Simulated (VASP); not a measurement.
# ZnCu (P6_3/mmc) in VASP: further runs, part 2 of 2

VASP 6.6.1. The steps go on from the part before.

## (5) Relaxation of cell and atoms, PBE

This run uses another cell than the first one, of 13.14 Å³/atom.

INCAR reads:

```
SYSTEM = ZnCu
  PREC = Accurate
  ENCUT = 600
  EDIFF = 1E-6
  ISMEAR = 0
  SIGMA = 0.1
  LREAL = .FALSE.
  LASPH = .TRUE.
  NELM = 60
  ALGO = Fast
  ISIF = 3
  LWAVE = .FALSE.
  LCHARG = .FALSE.
  GGA = PE
  IBRION = 2
  NSW = 90
  EDIFFG = -0.04
```

KPOINTS reads:

```
Automatic mesh
0
G
  6 6 2
  0 0 0
```

POSCAR reads:

```
ZnCu
1.0
    3.0392489460      0.0000000000      0.0000000000
   -1.5196244730      2.6320667957      0.0000000000
    0.0000000000      0.0000000000     13.1404085819
Zn Cu
4 4
Direct
    0.3333333333      0.6666666667      0.1700000000
    0.6666666667      0.3333333333      0.6700000000
    0.3333333333      0.6666666667      0.3300000000
    0.6666666667      0.3333333333      0.8300000000
    0.3333333333      0.6666666667      0.6000000000
    0.6666666667      0.3333333333      0.1000000000
    0.3333333333      0.6666666667      0.9000000000
    0.6666666667      0.3333333333      0.4000000000
```

Potentials or basis: VASP PAW PBE potentials, release 64 (Zn, Cu).

Started as:

```
> cat potpaw_PBE.64/Zn/POTCAR potpaw_PBE.64/Cu/POTCAR > POTCAR
> mpirun -np 1 vasp_std > vasp.out
```

OUTCAR:

```text
SYSTEM = ZnCu
   PREC = Accurate
   ENCUT = 600
   EDIFF = 1E-6
   ISMEAR = 0
   LREAL = .FALSE.
   LASPH = .TRUE.
   NELM = 60
   ISIF = 3
   GGA = PE
   IBRION = 2
   NSW = 90
   EDIFFG = -0.04

 ion  position               nearest neighbor table
   1  0.333  0.667  0.170-   6 1.98   6 1.98   6 1.98   3 2.10
   2  0.667  0.333  0.670-   5 1.98   5 1.98   5 1.98   4 2.10
   3  0.333  0.667  0.330-   8 1.98   8 1.98   8 1.98   1 2.10
   4  0.667  0.333  0.830-   7 1.98   7 1.98   7 1.98   2 2.10
   5  0.333  0.667  0.600-   2 1.98   2 1.98   2 1.98
   6  0.667  0.333  0.100-   1 1.98   1 1.98   1 1.98
   7  0.333  0.667  0.900-   4 1.98   4 1.98   4 1.98
   8  0.667  0.333  0.400-   3 1.98   3 1.98   3 1.98

  LATTYP: Found a hexagonal cell.
 ALAT       =     3.0392489460
 C/A-ratio  =     4.3235709925

  Lattice vectors:

 A1 = (   3.0392489460,   0.0000000000,   0.0000000000)
 A2 = (  -1.5196244730,   2.6320667957,   0.0000000000)
 A3 = (   0.0000000000,   0.0000000000,  13.1404085819)

Analysis of symmetry for initial positions (statically):
=====================================================================
 Subroutine PRICEL returns:
 Original cell was already a primitive cell.
[... 225 lines left out ...]
  Total      -12.1046281    -12.1046281     -1.8262467      0.0000000     -0.0000000      0.0000000
  in kB      -87.6459157    -87.6459157    -13.2232946      0.0000000     -0.0000000      0.0000000
  external PRESSURE =     -62.8383753 kB  Pullay stress =       0.0000000 kB
[... 29 lines left out ...]
--------------------------------------- Ionic step        3  -------------------------------------------

 number of electron      91.9999657 magnetization

------------------------ aborting loop EDIFF was not reached (unconverged)  ----------------------------

  FORCE on cell =-STRESS in cart. coord.  units (eV):
  Direction    XX          YY          ZZ          XY          YZ          ZX
  --------------------------------------------------------------------------------------
  -------------------------------------------------------------------------------------
  Total      -11.1031737    -11.1031737      0.6999166      0.0000000      0.0000000      0.0000000
  in kB      -89.0961521    -89.0961521      5.6164014      0.0000000      0.0000000      0.0000000
  external PRESSURE =     -57.5253010 kB  Pullay stress =       0.0000000 kB
[... 1664 lines left out ...]
     54       8.9617      0.00000
     55      11.8715      0.00000

[... ionic steps 4 to 33 ...]

--------------------------------------- Ionic step       34  -------------------------------------------

 number of electron      91.9999920 magnetization

------------------------ aborting loop because EDIFF is reached ----------------------------------------
[... 79 lines left out ...]
--------------------------------------- Ionic step       36  -------------------------------------------

 number of electron      91.9999902 magnetization

 Free energy of the ion-electron system (eV)
  ---------------------------------------------------
  ext. energy  EPLUGINS =         0.00000000
  ---------------------------------------------------
  free energy    TOTEN  =       -19.24752124 eV

  energy without entropy =      -19.23179607  energy(sigma->0) =      -19.23965865

 E-fermi :   4.9396     XC(G=0): -11.9620

 val. band max:        4.8806149708   @ k =   0.1667   0.1667   0.5000
 cond. band min:       5.0475858994   @ k =   0.3333   0.1667   0.5000
 fundamental gap:      0.1669709286
 Fermi energy:         4.9395578752
[... 845 lines left out ...]
  FREE ENERGIE OF THE ION-ELECTRON SYSTEM (eV)
  ---------------------------------------------------
  free  energy   TOTEN  =       -19.2475212359 eV

  energy  without entropy=      -19.2317960714  energy(sigma->0) =      -19.23965865

 reached required accuracy - stopping structural energy minimisation
```

OSZICAR:

```text
N       E                     dE             d eps       ncg     rms          rms(c)
DAV:   1     0.861615966088E+03    0.86162E+03   -0.45934E+04  1548   0.319E+03
DAV:   2     0.122029755223E+03   -0.73959E+03   -0.71805E+03  1540   0.600E+02
DAV:   3    -0.244191202683E+01   -0.12447E+03   -0.11935E+03  1617   0.254E+02
[... 645 lines left out ...]
RMM:   2    -0.195929788871E+02    0.18436E+01   -0.56317E+00  1548   0.259E+01    0.732E+00
RMM:   3    -0.190446924108E+02    0.54829E+00   -0.35646E+00  1548   0.177E+01    0.556E+00
RMM:   4    -0.184814420497E+02    0.56325E+00   -0.13418E+00  1558   0.104E+01    0.753E-01
RMM:   5    -0.185129459494E+02   -0.31504E-01   -0.39607E-01  1771   0.292E+00    0.507E-01
RMM:   6    -0.185127184322E+02    0.22752E-03   -0.35071E-02  1764   0.123E+00    0.272E-01
RMM:   7    -0.185132178355E+02   -0.49940E-03   -0.87177E-03  1647   0.515E-01    0.860E-02
RMM:   8    -0.1851
```

It took 40 min on 1 thread of Intel Xeon 6975P-C (Granite Rapids), shared host; peak memory 0.31 GiB.

Results:

- Free energy: -19.2475 eV
- Relaxed volume: 13.73 Å³/atom
- Relaxed cell: a = 2.642 Å, b = 2.642 Å, c = 18.172 Å, α = 90.00°, β = 90.00°, γ = 120.00°
- Space group after relaxing (to 0.1 Å): P6_3/mmc (No. 194)
- Pressure after relaxing: 0.1 GPa
- Largest force after relaxing: 0.006 eV/Å
- Band gap on the k mesh: zero (bands 46 and 47 overlap by 3.44 eV)

Forces in eV/Å, atoms in the order of the input:
```
Zn   0.000  0.000  0.006
Zn   0.000  0.000  0.006
Zn   0.000  0.000 -0.006
Zn   0.000  0.000 -0.006
Cu   0.000  0.000  0.002
Cu   0.000  0.000  0.002
Cu   0.000  0.000 -0.002
Cu   0.000  0.000 -0.002
```

Final structure:
```
Zn Cu
1.0
     2.64199    0.00000    0.00000
    -1.32099    2.28803    0.00000
     0.00000    0.00000   18.17193
Zn Cu
4 4
Direct
  0.33333 0.66667 0.17404
  0.66667 0.33333 0.67404
  0.33333 0.66667 0.32596
  0.66667 0.33333 0.82596
  0.33333 0.66667 0.55654
  0.66667 0.33333 0.05654
  0.33333 0.66667 0.94346
  0.66667 0.33333 0.44346
```

Levels at points of the mesh, in eV from the Fermi level:
```tsv
k point	band 44	band 45	band 46	band 47	band 48	band 49	band 50	band 51
(0.00, 0.00, 0.00)	-2.21	-2.07	-2.07	-2.06	-2.06	-0.13	1.94	4.65
(0.50, 0.00, 0.00)	-1.16	-0.77	-0.53	-0.21	0.27	0.47	0.99	3.13
(0.00, 0.00, 0.50)	-2.42	-2.07	-2.07	-2.07	-2.07	0.87	0.87	6.04
(0.50, 0.00, 0.50)	-1.30	-0.55	-0.55	-0.07	-0.07	0.80	0.80	3.16
```

Caveat: the k points lie up to 0.46 Å⁻¹ apart in the final cell, too coarse for converged energies and pressures of a metal; a cell axis changed by over 15 % at a fixed basis, so the end point is rough.

## (6) Summary

| task | cell | k mesh | cutoff (eV) | gap on the mesh (eV) | pressure (GPa) | largest force (eV/Å) |
| --- | --- | --- | --- | --- | --- | --- |
| single point | a = 2.661, b = 2.661, c = 17.867 Å, angles 90.0, 90.0, 120.0°, 8 atoms, atomic positions A | 9 × 9 × 1 | 520 | none | 0.5 | 0.02 |
| single point | a = 3.039, b = 3.039, c = 13.140 Å, angles 90.0, 90.0, 120.0°, 8 atoms, atomic positions B | 6 × 6 × 2 | 520 | none | 71.4 | 8.10 |
| single point | a = 2.646, b = 2.646, c = 18.108 Å, angles 90.0, 90.0, 120.0°, 8 atoms, atomic positions A | 6 × 6 × 2 | 520 | none | 0.3 | 0.01 |
| relaxation of cell and atoms | relaxed from a = 3.039, b = 3.039, c = 13.140 Å, angles 90.0, 90.0, 120.0°, 8 atoms, atomic positions B | 6 × 6 × 2 | 600 | none | 0.1 | 0.01 |

Alike in all rows: level PBE; potentials or basis VASP PAW PBE potentials, release 64 (Zn, Cu); no spin polarisation; smearing gaussian 0.1 eV.

Caveats: some runs use coarse meshes; forces of over 1 eV/Å act on the atoms, so gaps and moduli don't describe the material at rest (at least some runs); a cell axis changed by over 15 % at a fixed basis, so the end point is rough (at least some runs).

Total energies depend on the potentials used, so only differences within one code and one set of settings carry meaning.
